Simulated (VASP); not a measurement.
# ZnSe (Stilleite) (F-43m) in VASP: phonons with PBE+D3(BJ)

Aim: the phonons of ZnSe (Stilleite) with PBE+D3(BJ).

Program: VASP 6.6.1. These are calculated values, not measurements. Logs are shortened: lines on timing, memory, paths and dates and some standing lists are left out, and cuts for length are marked.

## Step 1: The cell of the first run

It takes space group F-43m (No. 216, cubic). Conventional cell: a = 5.668 Å, b = 5.668 Å, c = 5.668 Å, α = 90.00°, β = 90.00°, γ = 90.00°. Zn (site symmetry -43m) has 4 Se at 2.45 Å within 3.2 Å. Se (site symmetry -43m) has 4 Zn at 2.45 Å within 3.2 Å.

## Step 2: Phonons, PBE+D3(BJ)

INCAR

```
SYSTEM = ZnSe
PREC = Accurate ; ENCUT = 520
EDIFF = 1E-8 ; ISMEAR = 0
SIGMA = 0.01 ; LREAL = .FALSE.
LASPH = .TRUE. ; NELM = 80
ALGO = Normal ; ISIF = 2
LWAVE = .FALSE. ; LCHARG = .FALSE.
GGA = PE ; IVDW = 12
NBANDS = 16 ; IBRION = 6
NFREE = 2 ; POTIM = 0.015
NSW = 1
```

KPOINTS

```
Automatic mesh
0
G
  3 3 3
  0 0 0
```

POSCAR

```
ZnSe
1.0
    0.0000000000      2.8338000000      2.8338000000
    2.8338000000      0.0000000000      2.8338000000
    2.8338000000      2.8338000000      0.0000000000
Zn Se
1 1
Direct
    0.0000000000      0.0000000000      0.0000000000
    0.2500000000      0.2500000000      0.2500000000
```

Potentials or basis: VASP PAW PBE potentials, release 64 (Zn, Se).

The run is started by

```console
cat potpaw_PBE.64/Zn/POTCAR potpaw_PBE.64/Se/POTCAR > POTCAR
mpirun -np 1 vasp_std > vasp.out
```

OUTCAR:

```text
SYSTEM = ZnSe
   PREC = Accurate
   ENCUT = 520
   EDIFF = 1E-8
   ISMEAR = 0
   LREAL = .FALSE.
   LASPH = .TRUE.
   NELM = 80
   ISIF = 2
   GGA = PE
   IVDW = 12
   IBRION = 6
   NFREE = 2
   POTIM = 0.015
   NSW = 1
 IVDW          = 12

 ion  position               nearest neighbor table
   1  0.000  0.000  0.000-   2 2.45   2 2.45   2 2.45   2 2.45
   2  0.250  0.250  0.250-   1 2.45   1 2.45   1 2.45   1 2.45

  LATTYP: Found a face centered cubic cell.
 ALAT       =     5.6676000000

  Lattice vectors:

 A1 = (   0.0000000000,   2.8338000000,   2.8338000000)
 A2 = (   2.8338000000,   0.0000000000,   2.8338000000)
 A3 = (   2.8338000000,   2.8338000000,   0.0000000000)

Analysis of symmetry for initial positions (statically):
=====================================================================
 Subroutine PRICEL returns:
 Original cell was already a primitive cell.

 Routine SETGRP: Setting up the symmetry group for a
 face centered cubic supercell.

 Subroutine GETGRP returns: Found 24 space group operations
 (whereof 24 operations were pure point group operations)
 out of a pool of 48 trial point group operations.

The static configuration has the point symmetry T_d .

Analysis of symmetry for dynamics (positions and initial velocities):
=====================================================================
 Subroutine PRICEL returns:
 Original cell was already a primitive cell.

 Routine SETGRP: Setting up the symmetry group for a
 face centered cubic supercell.

 Subroutine GETGRP returns: Found 24 space group operations
 (whereof 24 operations were pure point group operations)
 out of a pool of 48 trial point group operations.

The dynamic configuration has the point symmetry T_d .

 Subroutine INISYM returns: Found 24 space group operations
 (whereof 24 operations are pure point group operations),
 and found     1 'primitive' translations

----------------------------------------------------------------------------------------

                                     Primitive cell

  volume of cell :      45.5132

  direct lattice vectors                    reciprocal lattice vectors
     0.000000000  2.833800000  2.833800000    -0.176441527  0.176441527  0.176441527
     2.833800000  0.000000000  2.833800000     0.176441527 -0.176441527  0.176441527
     2.833800000  2.833800000  0.000000000     0.176441527  0.176441527 -0.176441527

  length of vectors
     4.007598393  4.007598393  4.007598393     0.305605690  0.305605690  0.305605690

  position of ions in fractional coordinates (direct lattice)
     0.000000000  0.000000000  0.000000000
     0.250000000  0.250000000  0.250000000

  ion indices of the primitive-cell ions
   primitive index   ion index
                 1           1
                 2           2

----------------------------------------------------------------------------------------

 KPOINTS: Automatic mesh

Automatic generation of k-mesh.
 Grid dimensions read from file:
 generate k-points for:    3    3    3

 Generating k-lattice:

  Cartesian coordinates                     Fractional coordinates (reciprocal lattice)
    -0.058813842  0.058813842  0.058813842     0.333333333  0.000000000  0.000000000
     0.058813842 -0.058813842  0.058813842     0.000000000  0.333333333  0.000000000
     0.058813842  0.058813842 -0.058813842     0.000000000  0.000000000  0.333333333

  Length of vectors
     0.101868563  0.101868563  0.101868563

  Shift w.r.t. Gamma in fractional coordinates (k-lattice)
     0.000000000  0.000000000  0.000000000

 Subroutine IBZKPT returns following result:
 ===========================================

 Found      4 irreducible k-points:

 Following reciprocal coordinates:
            Coordinates               Weight
  0.000000  0.000000  0.000000      1.000000
  0.333333  0.000000  0.000000      8.000000
  0.333333  0.333333  0.000000      6.000000
 -0.333333  0.333333  0.000000     12.000000
   k-points           NKPTS =      4   k-points in BZ     NKDIM =      4   number of bands    NBANDS=     16
   number of dos      NEDOS =    301   number of ions     NIONS =      2
   total plane-waves  NPLWV =  27000
   dimension x,y,z NGX =    30 NGY =   30 NGZ =   30
   dimension x,y,z NGXF=    60 NGYF=   60 NGZF=   60
   ions per type =               1   1
   NGX,Y,Z   is equivalent  to a cutoff of  12.44, 12.44, 12.44 a.u.
   NGXF,Y,Z  is equivalent  to a cutoff of  24.89, 24.89, 24.89 a.u.
 SYSTEM =  ZnSe
   PREC   = accura    normal or accurate (medium, high low for compatibility)
   ISTART =      0    job   : 0-new  1-cont  2-samecut
   ICHARG =      2    charge: 1-file 2-atom 10-const
   ISPIN  =      1    spin polarized calculation?
   LNONCOLLINEAR =      F non collinear calculations
   LSORBIT =      F    spin-orbit coupling
   LASPH  =      T    aspherical Exc in radial PAW
   ENCUT  =  520.0 eV  38.22 Ry    6.18 a.u.   7.45  7.45  7.45*2*pi/ulx,y,z
   NELM   =     80;   NELMIN=  2; NELMDL= -5     # of ELM steps
   EDIFF  = 0.1E-07   stopping-criterion for ELM
   LREAL  =      F    real-space projection
   EDIFFG = 0.1E-06   stopping-criterion for IOM
   NSW    =     61    number of steps for IOM
   IBRION =      6    ionic relax: 0-MD 1-quasi-New 2-CG
   NFREE  =      2    steps in history (QN), initial steepest desc. (CG)
   ISIF   =      2    stress and relaxation
   ISYM   =      2    0-nonsym 1-usesym 2-fastsym
   POTIM  = 0.0150    time-step for ionic-motion
   TEBEG  =    0.0;   TEEND  =   0.0 temperature during run
   PSTRESS=    0.0 pullay stress
   NELECT =      18.0000    total number of electrons
   NUPDOWN=      -1.0000    fix difference up-down
   EMIN   =  10.00;   EMAX   =-10.00  energy-range for DOS
   EFERMI =   0.00;   METHOD = LEGACY
   ISMEAR =     0;   SIGMA  =   0.01  broadening in eV -4-tet -1-fermi 0-gaus
   EFERMI_NEDOS =   21; number of points for ismear=-14 and -15
   IALGO  =     38    algorithm
   IMIX   =      4    mixing-type and parameters
     AMIX     =   0.40;   BMIX     =  1.00
     AMIX_MAG =   1.60;   BMIX_MAG =  1.00
  volume/ion in A,a.u.               =      22.76       153.57
  Fermi-wavevector in a.u.,A,eV,Ry     =   1.201673  2.270834 19.647073  1.444019
  Thomas-Fermi vector in A             =   2.337476
   LORBIT       =      0    0 simple, 1 ext, 2 COOP (PROOUT), +10 PAW based schemes
   GGA     = PE    functional components
   LHFCALC =     F    Hartree Fock is set to
   AEXX    =    0.0000 exact exchange contribution
   IVDW    =    12    specifies the selected vdW correction
   LEPSILON=     F    determine dielectric tensor
   LRPA    =     F    only Hartree local field effects (RPA)
 finite differences with symmetry
 non-spin polarized calculation
 Gauss-broadening in eV      SIGMA  =   0.01
  energy-cutoff  :      520.00
  volume of cell :       45.51
 maximum number of plane-waves:      1243
 NGX is ok and might be reduce to    30
   NGX = 15   NGY = 15   NGZ = 15

--------------------------------------- Ionic step        1  -------------------------------------------

 number of electron      18.0000012 magnetization

 Free energy of the ion-electron system (eV)
  ---------------------------------------------------
  ext. energy  EPLUGINS =         0.00000000
  ---------------------------------------------------
  free energy    TOTEN  =        -5.73923166 eV

  energy without entropy =       -5.73923166  energy(sigma->0) =       -5.73923166

------------------------ aborting loop because EDIFF is reached ----------------------------------------

 Edisp (eV)   -0.64454

 E8    (eV) :    -0.2695
[... 151 lines left out ...]
--------------------------------------- Ionic step        5  -------------------------------------------

 number of electron      18.0000011 magnetization

 Free energy of the ion-electron system (eV)
  ---------------------------------------------------
  ext. energy  EPLUGINS =         0.00000000
  ---------------------------------------------------
  free energy    TOTEN  =        -5.73859049 eV

  energy without entropy =       -5.73859049  energy(sigma->0) =       -5.73859049

 E-fermi :   1.8403     XC(G=0):  -9.2748

 val. band max:        1.7268356591   @ k =   0.0000   0.0000   0.0000
 cond. band min:       2.9620880053   @ k =   0.0000   0.0000   0.0000
 fundamental gap:      1.2352523463
 Fermi energy:         1.8403190515

 k-point     1 :       0.0000    0.0000    0.0000
  band No.  band energies     occupation
      1     -11.5346      2.00000
      2      -4.9394      2.00000
      3      -4.9316      2.00000
      4      -4.9238      2.00000
      5      -4.5717      2.00000
      6      -4.5717      2.00000
[... 174 lines left out ...]
  FREE ENERGIE OF THE ION-ELECTRON SYSTEM (eV)
  ---------------------------------------------------
  free  energy   TOTEN  =        -6.3831359585 eV

  energy  without entropy=       -6.3831359585  energy(sigma->0) =       -6.38313596

 INTERNAL STRAIN TENSORS FROM DISPLACED ATOMS
 ============================================

 INTERNAL STRAIN TENSOR FOR ION    1 for displacements in x,y,z  (eV/Angst):
          X           Y           Z          XY          YZ          ZX
  --------------------------------------------------------------------------------
  x    -0.00000     0.00000     0.00000     0.00000     5.58692     0.00000
  y     0.00000    -0.00000     0.00000    -0.00000     0.00000     5.58692
  z     0.00000     0.00000    -0.00000     5.58692     0.00000     0.00000

 INTERNAL STRAIN TENSOR FOR ION    2 for displacements in x,y,z  (eV/Angst):
          X           Y           Z          XY          YZ          ZX
  --------------------------------------------------------------------------------
  x    -0.00000     0.00000     0.00000     0.00000    -5.58626     0.00000
  y     0.00000     0.00000     0.00000     0.00000     0.00000    -5.58626
  z     0.00000     0.00000    -0.00000    -5.58626     0.00000     0.00000

 Eigenvectors and eigenvalues of the dynamical matrix
 ----------------------------------------------------

   1 f  =    6.235175 THz    39.176759 2PiTHz  207.983044 cm-1    25.786599 meV
             X         Y         Z           dx          dy          dz
      0.000000  0.000000  0.000000    -0.000000    0.740344    0.000000
      1.416900  1.416900  1.416900     0.000000   -0.672228   -0.000000
[... 21 lines left out ...]
   6 f/i=    0.006925 THz     0.043509 2PiTHz    0.230982 cm-1     0.028638 meV
             X         Y         Z           dx          dy          dz
      0.000000  0.000000  0.000000     0.122868    0.517106   -0.411576
      1.416900  1.416900  1.416900     0.135318    0.569504   -0.453281

 ELASTIC MODULI CONTR FROM IONIC RELAXATION (kBar)
 Direction    XX          YY          ZZ          XY          YZ          ZX
 --------------------------------------------------------------------------------
 XX          -0.0000      0.0000      0.0000      0.0000      0.0000      0.0000
 YY           0.0000     -0.0000      0.0000     -0.0000      0.0000      0.0000
 ZZ           0.0000      0.0000     -0.0000      0.0000      0.0000      0.0000
 XY           0.0000     -0.0000      0.0000   -193.1342     -0.0000      0.0000
 YZ           0.0000      0.0000      0.0000     -0.0000   -193.1342     -0.0000
 ZX           0.0000      0.0000      0.0000      0.0000     -0.0000   -193.1342
 --------------------------------------------------------------------------------
```

Wall time 19 s (1 thread of Intel Xeon Platinum 8488C (Sapphire Rapids), shared host); peak memory 0.17 GiB.

What came out:

```
Highest phonon frequency at Γ, LO-TO splitting left out : 208 cm⁻¹
Dispersion energy per atom                              : -0.322 eV
```

Phonon frequencies in cm⁻¹ (negative: imaginary):
```
              q point        frequencies
(0.000, 0.000, 0.000)  0 0 0 208 208 208
```

Caveat: the k points lie up to 0.64 Å⁻¹ apart; the cell wasn't relaxed at this level first, which shifts response properties; three body term missing.
